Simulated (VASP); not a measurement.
# BN (P6_3mc) in VASP: notebook

BN is run at these levels: r2SCAN; tasks: single point.

Program: VASP 6.6.1. These are calculated values, not measurements. Logs are shortened: lines on timing, memory, paths and dates and some standing lists are left out, and cuts for length are marked.

## 1. The cell of the first run

The structure is hexagonal, space group P6_3mc (No. 186). Conventional cell: a = 2.554 Å, b = 2.554 Å, c = 4.227 Å, α = 90.00°, β = 90.00°, γ = 120.00°. B (site symmetry 3m) has 4 N at 1.32 to 1.67 Å within 1.8 Å. Within 1.8 Å of N (site symmetry 3m) lie 4 B at 1.32 to 1.67 Å.

## 2. Single point, r2SCAN (all N atoms moved +0.263 Å, as atom 3 along Cartesian [0 0 1])

POSCAR

```
BN
1.0
    2.5539396017      0.0000000000      0.0000000000
   -1.2769698009      2.2117765748      0.0000000000
    0.0000000000      0.0000000000      4.2268550000
B N
2 2
Direct
    0.6666666667      0.3333333333      0.9997240000
    0.3333333333      0.6666666667      0.4997240000
    0.6666666667      0.3333333333      0.6873789110
    0.3333333333      0.6666666667      0.1873789110
```

INCAR.step1

```
  ALGO = Normal
  EDIFF = 1E-4
  ENCUT = 520
  GGA = PE
  ISMEAR = 0
  LASPH = T
  LCHARG = F
  LREAL = F
  LWAVE = T
  NBANDS = 16
  NELM = 100
  PREC = Accurate
  SIGMA = 0.05
```

INCAR.step2

```
  ALGO = Normal
  EDIFF = 1E-7
  ENCUT = 520
  ISIF = 2
  ISMEAR = 0
  ISTART = 1
  LASPH = T
  LCHARG = T
  LELF = T
  LMIXTAU = T
  LREAL = F
  LVHAR = T
  LWAVE = F
  METAGGA = R2SCAN
  NBANDS = 16
  NELM = 100
  PREC = Accurate
  SIGMA = 0.05
```

KPOINTS

```
k-points
0
Gamma
  12 12 6
```

Potentials or basis: VASP PAW PBE potentials, release 64 (B, N).

Launch:

```console
$ cat potpaw_PBE.64/B/POTCAR potpaw_PBE.64/N/POTCAR > POTCAR
$ cp INCAR.step1 INCAR
$ mpirun -np 1 vasp_std > vasp.out
$ cp INCAR.step2 INCAR
$ mpirun -np 1 vasp_std > vasp.out
```

OUTCAR:

```text
EDIFF = 1E-7
   ENCUT = 520
   ISIF = 2
   ISMEAR = 0
   ISTART = 1
   LASPH = T
   LREAL = F
   METAGGA = R2SCAN
   NELM = 100
   PREC = Accurate

 ion  position               nearest neighbor table
   1  0.667  0.333  1.000-   3 1.32   4 1.67   4 1.67   4 1.67
   2  0.333  0.667  0.500-   4 1.32   3 1.67   3 1.67   3 1.67
   3  0.667  0.333  0.687-   1 1.32   2 1.67   2 1.67   2 1.67
   4  0.333  0.667  0.187-   2 1.32   1 1.67   1 1.67   1 1.67

  LATTYP: Found a hexagonal cell.
 ALAT       =     2.5539396017
 C/A-ratio  =     1.6550332659

  Lattice vectors:

 A1 = (   2.5539396017,   0.0000000000,   0.0000000000)
 A2 = (  -1.2769698009,   2.2117765748,   0.0000000000)
 A3 = (   0.0000000000,   0.0000000000,   4.2268550000)

Analysis of symmetry for initial positions (statically):
=====================================================================
 Subroutine PRICEL returns:
 Original cell was already a primitive cell.

 Routine SETGRP: Setting up the symmetry group for a
 hexagonal supercell.

 Subroutine GETGRP returns: Found 12 space group operations
 (whereof  6 operations were pure point group operations)
 out of a pool of 24 trial point group operations.

The static configuration has the point symmetry C_3v.
 The point group associated with its full space group is C_6v.

Analysis of symmetry for dynamics (positions and initial velocities):
=====================================================================
 Subroutine PRICEL returns:
 Original cell was already a primitive cell.

 Routine SETGRP: Setting up the symmetry group for a
 hexagonal supercell.

 Subroutine GETGRP returns: Found 12 space group operations
 (whereof  6 operations were pure point group operations)
 out of a pool of 24 trial point group operations.

The dynamic configuration has the point symmetry C_3v.
 The point group associated with its full space group is C_6v.

 Subroutine INISYM returns: Found 12 space group operations
 (whereof  6 operations are pure point group operations),
 and found     1 'primitive' translations

----------------------------------------------------------------------------------------

                                     Primitive cell

  volume of cell :      23.8764

  direct lattice vectors                    reciprocal lattice vectors
     2.553939602  0.000000000  0.000000000     0.391551938  0.226062617  0.000000000
    -1.276969801  2.211776575  0.000000000     0.000000000  0.452125233  0.000000000
     0.000000000  0.000000000  4.226855000     0.000000000  0.000000000  0.236582518

  length of vectors
     2.553939602  2.553939602  4.226855000     0.452125233  0.452125233  0.236582518

  position of ions in fractional coordinates (direct lattice)
     0.666666667  0.333333333  0.999724000
     0.333333333  0.666666667  0.499724000
     0.666666667  0.333333333  0.687378911
     0.333333333  0.666666667  0.187378911

  ion indices of the primitive-cell ions
   primitive index   ion index
                 1           1
                 2           2
                 3           3
                 4           4

----------------------------------------------------------------------------------------

 KPOINTS: k-points

Automatic generation of k-mesh.
 Grid dimensions read from file:
 generate k-points for:   12   12    6

 Generating k-lattice:

  Cartesian coordinates                     Fractional coordinates (reciprocal lattice)
     0.032629328  0.018838551  0.000000000     0.083333333  0.000000000  0.000000000
     0.000000000  0.037677103  0.000000000     0.000000000  0.083333333  0.000000000
     0.000000000  0.000000000  0.039430420     0.000000000  0.000000000  0.166666667

  Length of vectors
     0.037677103  0.037677103  0.039430420

  Shift w.r.t. Gamma in fractional coordinates (k-lattice)
     0.000000000  0.000000000  0.000000000

 Subroutine IBZKPT returns following result:
 ===========================================

 Found     76 irreducible k-points:

 Following reciprocal coordinates:
            Coordinates               Weight
  0.000000  0.000000  0.000000      1.000000
  0.083333  0.000000  0.000000      6.000000
  0.166667  0.000000  0.000000      6.000000
  0.250000  0.000000  0.000000      6.000000
  0.333333  0.000000  0.000000      6.000000
  0.416667  0.000000  0.000000      6.000000
[... 16 lines left out ...]
  0.250000  0.000000  0.166667     12.000000
  0.333333  0.000000  0.166667     12.000000
 [... further k-points ...]
   k-points           NKPTS =     76   k-points in BZ     NKDIM =     76   number of bands    NBANDS=     16
   number of dos      NEDOS =    301   number of ions     NIONS =      4
   total plane-waves  NPLWV =  12800
   dimension x,y,z NGX =    20 NGY =   20 NGZ =   32
   dimension x,y,z NGXF=    40 NGYF=   40 NGZF=   64
   ions per type =               2   2
   NGX,Y,Z   is equivalent  to a cutoff of  13.02, 13.02, 12.59 a.u.
   NGXF,Y,Z  is equivalent  to a cutoff of  26.04, 26.04, 25.17 a.u.
 SYSTEM =  unknown system
   PREC   = accura    normal or accurate (medium, high low for compatibility)
   ISTART =      1    job   : 0-new  1-cont  2-samecut
   ICHARG =      0    charge: 1-file 2-atom 10-const
   ISPIN  =      1    spin polarized calculation?
   LNONCOLLINEAR =      F non collinear calculations
   LSORBIT =      F    spin-orbit coupling
   LASPH  =      T    aspherical Exc in radial PAW
   ENCUT  =  520.0 eV  38.22 Ry    6.18 a.u.   4.75  4.75  7.86*2*pi/ulx,y,z
   NELM   =    100;   NELMIN=  2; NELMDL=  0     # of ELM steps
   EDIFF  = 0.1E-06   stopping-criterion for ELM
   LREAL  =      F    real-space projection
   EDIFFG = 0.1E-05   stopping-criterion for IOM
   NSW    =      0    number of steps for IOM
   IBRION =     -1    ionic relax: 0-MD 1-quasi-New 2-CG
   NFREE  =      0    steps in history (QN), initial steepest desc. (CG)
   ISIF   =      2    stress and relaxation
   ISYM   =      2    0-nonsym 1-usesym 2-fastsym
   POTIM  = 0.5000    time-step for ionic-motion
   TEBEG  =    0.0;   TEEND  =   0.0 temperature during run
   PSTRESS=    0.0 pullay stress
   NELECT =      16.0000    total number of electrons
   NUPDOWN=      -1.0000    fix difference up-down
   EMIN   =  10.00;   EMAX   =-10.00  energy-range for DOS
   EFERMI =   0.00;   METHOD = LEGACY
   ISMEAR =     0;   SIGMA  =   0.05  broadening in eV -4-tet -1-fermi 0-gaus
   EFERMI_NEDOS =   21; number of points for ismear=-14 and -15
   IALGO  =     38    algorithm
   IMIX   =      4    mixing-type and parameters
     AMIX     =   0.40;   BMIX     =  1.00
     AMIX_MAG =   1.60;   BMIX_MAG =  1.00
  volume/ion in A,a.u.               =       5.97        40.28
  Fermi-wavevector in a.u.,A,eV,Ry     =   1.432600  2.707222 27.923836  2.052344
  Thomas-Fermi vector in A             =   2.552210
   LORBIT       =      0    0 simple, 1 ext, 2 COOP (PROOUT), +10 PAW based schemes
   METAGGA = R2SCAN    functional components
   LHFCALC =     F    Hartree Fock is set to
   AEXX    =    0.0000 exact exchange contribution
   IVDW    =     0    specifies the selected vdW correction
   LEPSILON=     F    determine dielectric tensor
   LRPA    =     F    only Hartree local field effects (RPA)
 non-spin polarized calculation
 Gauss-broadening in eV      SIGMA  =   0.05
  energy-cutoff  :      520.00
  volume of cell :       23.88
 maximum number of plane-waves:       660
 NGX is ok and might be reduce to    20
   NGX =  9   NGY =  9   NGZ = 15

 number of electron      16.0000000 magnetization

 Free energy of the ion-electron system (eV)
  ---------------------------------------------------
  ext. energy  EPLUGINS =         0.00000000
  ---------------------------------------------------
  free energy    TOTEN  =       -36.05141434 eV

  energy without entropy =      -36.05141434  energy(sigma->0) =      -36.05141434

 E-fermi :   8.4913     XC(G=0): -13.5690

 val. band max:        8.2708178033   @ k =   0.0000   0.0000   0.0000
 cond. band min:      10.0847601347   @ k =   0.3333   0.3333   0.0000
 fundamental gap:      1.8139423314
 Fermi energy:         8.4913150078

 k-point     1 :       0.0000    0.0000    0.0000
  band No.  band energies     occupation
      1     -14.1437      2.00000
      2     -10.2823      2.00000
      3      -4.5828      2.00000
      4       3.8352      2.00000
      5       5.4590      2.00000
      6       5.4590      2.00000
[... 8 lines left out ...]
     15      20.9065      0.00000
     16      23.5043      0.00000

 k-point     2 :       0.0833    0.0000    0.0000
  band No.  band energies     occupation
      1     -13.9888      2.00000
      2     -10.1631      2.00000
      3      -4.4381      2.00000
      4       3.6850      2.00000
      5       4.7528      2.00000
      6       5.1810      2.00000
[... 8 lines left out ...]
     15      21.2927      0.00000
     16      23.3289      0.00000

 k-point     3 :       0.1667    0.0000    0.0000
  band No.  band energies     occupation
      1     -13.5304      2.00000
      2      -9.8251      2.00000
      3      -4.0094      2.00000
      4       2.8328      2.00000
      5       3.4566      2.00000
      6       4.5326      2.00000
[... 8 lines left out ...]
     15      22.4778      0.00000
     16      23.2329      0.00000

 k-point     4 :       0.2500    0.0000    0.0000
  band No.  band energies     occupation
      1     -12.7909      2.00000
      2      -9.3369      2.00000
      3      -3.3155      2.00000
      4       0.8788      2.00000
      5       2.6041      2.00000
      6       3.8074      2.00000
[... 8 lines left out ...]
     15      23.4132      0.00000
     16      24.0055      0.00000
[... 324 lines left out ...]
 k-point    22 :       0.1667    0.0000    0.1667
  band No.  band energies     occupation
      1     -13.3728      2.00000
      2     -10.2809      2.00000
      3      -3.3456      2.00000
      4       2.6590      2.00000
      5       3.3501      2.00000
      6       4.6959      2.00000
[... 8 lines left out ...]
     15      22.2895      0.00000
     16      23.4657      0.00000

 k-point    23 :       0.2500    0.0000    0.1667
  band No.  band energies     occupation
      1     -12.6390      2.00000
      2      -9.7385      2.00000
      3      -2.7800      2.00000
      4       1.0493      2.00000
      5       2.2288      2.00000
      6       3.9813      2.00000
[... 8 lines left out ...]
     15      23.4695      0.00000
     16      23.8656      0.00000

 k-point    24 :       0.3333    0.0000    0.1667
  band No.  band energies     occupation
      1     -11.6830      2.00000
      2      -9.1664      2.00000
      3      -2.2873      2.00000
      4      -0.4926      2.00000
      5       1.0364      2.00000
      6       3.3761      2.00000
[... 8 lines left out ...]
     15      23.9113      0.00000
     16      24.8350      0.00000

 [... further k-points ...]

------------------------ aborting loop because EDIFF is reached ----------------------------------------

  FORCE on cell =-STRESS in cart. coord.  units (eV):
  Direction    XX          YY          ZZ          XY          YZ          ZX
  --------------------------------------------------------------------------------------
  -------------------------------------------------------------------------------------
  Total        0.8397732      0.8397732      8.1059743     -0.0000000      0.0000000      0.0000000
  in kB       56.3512289     56.3512289    543.9344638     -0.0000000      0.0000000      0.0000000
  external PRESSURE =     218.8789738 kB  Pullay stress =       0.0000000 kB

 VOLUME and BASIS-vectors are now :
 -----------------------------------------------------------------------------
  energy-cutoff  :      520.00
  volume of cell :       23.88
      direct lattice vectors                 reciprocal lattice vectors
     2.553939602  0.000000000  0.000000000     0.391551938  0.226062617  0.000000000
    -1.276969801  2.211776575  0.000000000     0.000000000  0.452125233  0.000000000
     0.000000000  0.000000000  4.226855000     0.000000000  0.000000000  0.236582518

 POSITION                                       TOTAL-FORCE (eV/Angst)
 -----------------------------------------------------------------------------------
      1.27697      0.73726      4.22569         0.000000     -0.000000      9.709822
     -0.00000      1.47452      2.11226         0.000000      0.000000      9.709822
      1.27697      0.73726      2.90545         0.000000      0.000000     -9.709822
     -0.00000      1.47452      0.79202        -0.000000      0.000000     -9.709822
 -----------------------------------------------------------------------------------
    total drift:                                0.000000      0.000000     -0.001362

  FREE ENERGIE OF THE ION-ELECTRON SYSTEM (eV)
  ---------------------------------------------------
  free  energy   TOTEN  =       -36.0514143394 eV

  energy  without entropy=      -36.0514143394  energy(sigma->0) =      -36.05141434
```

It took 1.9 min on 1 thread of AMD EPYC 7R43 (Zen 3), shared host; peak memory 0.12 GiB.

Results:

* Free energy: -36.0514 eV
* Pressure: 21.9 GPa
* Largest force: 9.710 eV/Å
* Band gap on the k mesh: 1.81 eV, indirect (least direct gap 6.04 eV)

Forces on the atoms (eV/Å):
```
B    0.000  0.000  9.710
B    0.000  0.000  9.710
N    0.000  0.000 -9.710
N    0.000  0.000 -9.710
```

Caveat: the cell differs from its parent crystal (all N atoms moved +0.263 Å, as atom 3 along Cartesian [0 0 1]); the PAW data sets were made with another functional, which shifts forces and pressure a little. A k mesh can miss the band edges.

## 3. Single point, r2SCAN (all N atoms moved -0.300 Å, as atom 3 along Cartesian [0 0 1])

Changes to POSCAR since step 2:

```diff
@@ -10,3 +10,3 @@
     0.3333333333      0.6666666667      0.4997240000
-    0.6666666667      0.3333333333      0.6873789110
-    0.3333333333      0.6666666667      0.1873789110
+    0.6666666667      0.3333333333      0.5543012445
+    0.3333333333      0.6666666667      0.0543012445
```

INCAR.step1

```
  PREC = Accurate
  ENCUT = 910
  ISMEAR = 0
  SIGMA = 0.05
  LREAL = False
  LASPH = True
  NELM = 120
  NBANDS = 16
  GGA = PE
  ALGO = Normal
  EDIFF = 1E-5
  LWAVE = True
  LCHARG = False
  GGA_COMPAT = False
```

INCAR.step2

```
  PREC = Accurate
  ENCUT = 910
  EDIFF = 1E-6
  ISMEAR = 0
  SIGMA = 0.05
  LREAL = False
  LASPH = True
  NELM = 120
  ALGO = Normal
  ISIF = 2
  LWAVE = False
  LCHARG = False
  METAGGA = R2SCAN
  LMIXTAU = True
  NBANDS = 16
  ISTART = 1
  GGA_COMPAT = False
```

KPOINTS

```
regular mesh
0
Gamma
  12 12 6
```

Potentials or basis: VASP PAW PBE potentials, release 64 (B_h, N_h).

Launch:

```console
$ cat potpaw_PBE.64/B_h/POTCAR potpaw_PBE.64/N_h/POTCAR > POTCAR
$ cp INCAR.step1 INCAR
$ mpirun -np 1 vasp_std > vasp.out
$ cp INCAR.step2 INCAR
$ mpirun -np 1 vasp_std > vasp.out
```

OUTCAR:

```text
PREC = Accurate
   ENCUT = 910
   EDIFF = 1E-6
   ISMEAR = 0
   LREAL = False
   LASPH = True
   NELM = 120
   ISIF = 2
   METAGGA = R2SCAN
   ISTART = 1

 ion  position               nearest neighbor table
   1  0.667  0.333  1.000-
   2  0.333  0.667  0.500-
   3  0.667  0.333  0.554-
   4  0.333  0.667  0.054-

[... 656 lines left out ...]
------------------------ aborting loop because EDIFF is reached ----------------------------------------

  FORCE on cell =-STRESS in cart. coord.  units (eV):
  Direction    XX          YY          ZZ          XY          YZ          ZX
  --------------------------------------------------------------------------------------
  -------------------------------------------------------------------------------------
  Total       -0.4750545     -0.4750545      6.2178089      0.0000000      0.0000000      0.0000000
  in kB      -31.8775364    -31.8775364    417.2330734      0.0000000      0.0000000      0.0000000
  external PRESSURE =     117.8260002 kB  Pullay stress =       0.0000000 kB

 VOLUME and BASIS-vectors are now :
 -----------------------------------------------------------------------------
  energy-cutoff  :      910.00
  volume of cell :       23.88
      direct lattice vectors                 reciprocal lattice vectors
     2.553939602  0.000000000  0.000000000     0.391551938  0.226062617  0.000000000
    -1.276969801  2.211776575  0.000000000     0.000000000  0.452125233  0.000000000
     0.000000000  0.000000000  4.226855000     0.000000000  0.000000000  0.236582518

 POSITION                                       TOTAL-FORCE (eV/Angst)
 -----------------------------------------------------------------------------------
      1.27697      0.73726      4.22569        -0.000000      0.000000     -2.470571
     -0.00000      1.47452      2.11226         0.000000      0.000000     -2.470571
      1.27697      0.73726      2.34295         0.000000      0.000000      2.470571
     -0.00000      1.47452      0.22952         0.000000      0.000000      2.470571
 -----------------------------------------------------------------------------------
    total drift:                               -0.000000     -0.000000      0.001497

  FREE ENERGIE OF THE ION-ELECTRON SYSTEM (eV)
  ---------------------------------------------------
  free  energy   TOTEN  =       -37.1696094228 eV

  energy  without entropy=      -37.1696094228  energy(sigma->0) =      -37.16960942
```

OUTCAR.step1:

```text
PREC = Accurate
   ENCUT = 910
   ISMEAR = 0
   LREAL = False
   LASPH = True
[... 687 lines left out ...]
      1.27697      0.73726      4.22569        -0.000000      0.000000     -2.421573
     -0.00000      1.47452      2.11226         0.000000     -0.000000     -2.421573
      1.27697      0.73726      2.34295        -0.000000      0.000000      2.421573
     -0.00000      1.47452      0.22952         0.000000     -0.000000      2.421573
 -----------------------------------------------------------------------------------
    total drift:                               -0.000000     -0.000000      0.000789

  FREE ENERGIE OF THE ION-ELECTRON SYSTEM (eV)
  ---------------------------------------------------
  free  energy   TOTEN  =       -33.7327663810 eV

  energy  without entropy=      -33.7327663810  energy(sigma->0) =      -33.73276638
```

OSZICAR.step1:

```text
N       E                     dE             d eps       ncg     rms          rms(c)
DAV:   1     0.620749071350E+02    0.62075E+02   -0.11783E+04  2432   0.152E+03
DAV:   2    -0.308701171446E+02   -0.92945E+02   -0.83264E+02  3568   0.248E+02
DAV:   3    -0.359733720554E+02   -0.51033E+01   -0.50725E+01  3056   0.556E+01
DAV:   4    -0.360064138020E+02   -0.33042E-01   -0.33027E-01  2944   0.507E+00
DAV:   5    -0.360067160673E+02   -0.30227E-03   -0.30226E-03  2976   0.476E-01    0.932E+00
DAV:   6    -0.338769727800E+02    0.21297E+01   -0.28272E+00  2952   0.145E+01    0.333E+00
DAV:   7    -0.337606083215E+02    0.11636E+00   -0.48214E-01  3264   0.540E+00    0.185E+00
DAV:   8    -0.337344591490E+02    0.26149E-01   -0.67777E-02  3016   0.225E+00    0.322E-01
DAV:   9    -0.337325758127E+02    0.18833E-02   -0.73324E-03  2912   0.816E-01    0.154E-01
DAV:  10    -0.337327472115E+02   -0.17140E-03   -0.97159E-04  2896   0.314E-01    0.313E-02
DAV:  11    -0.337327668495E+02   -0.19638E-04   -0.12649E-04  3192   0.105E-01    0.138E-02
DAV:  12    -0.337327663810E+02    0.46850E-06   -0.10465E-05  1640   0.319E-02
   1 F= -.33732766E+02 E0= -.33732766E+02  d E =-.184511E-15
```

Wall time 1.8 min (1 thread of Intel Xeon 6975P-C (Granite Rapids), shared host); peak memory 0.2 GiB.

Results:

```
Free energy            : -37.1696 eV
Pressure               : 11.8 GPa
Largest force          : 2.471 eV/Å
Band gap on the k mesh : 4.49 eV, indirect (least direct gap 7.15 eV)
```

Forces on the atoms (eV/Å):
```
B    0.000  0.000 -2.471
B    0.000  0.000 -2.471
N    0.000  0.000  2.471
N    0.000  0.000  2.471
```

Stress tensor (GPa, compression positive):
```
-3.19  0.00  0.00
 0.00 -3.19  0.00
 0.00  0.00 41.72
```

Caveat: the cell differs from its parent crystal (all N atoms moved -0.300 Å, as atom 3 along Cartesian [0 0 1]); the cutoff is under 1.25 times the usual one of these potentials, so pressure, stress and relaxed cells hold a basis-set (Pulay) error; the PAW data sets were made with another functional, which shifts forces and pressure a little.
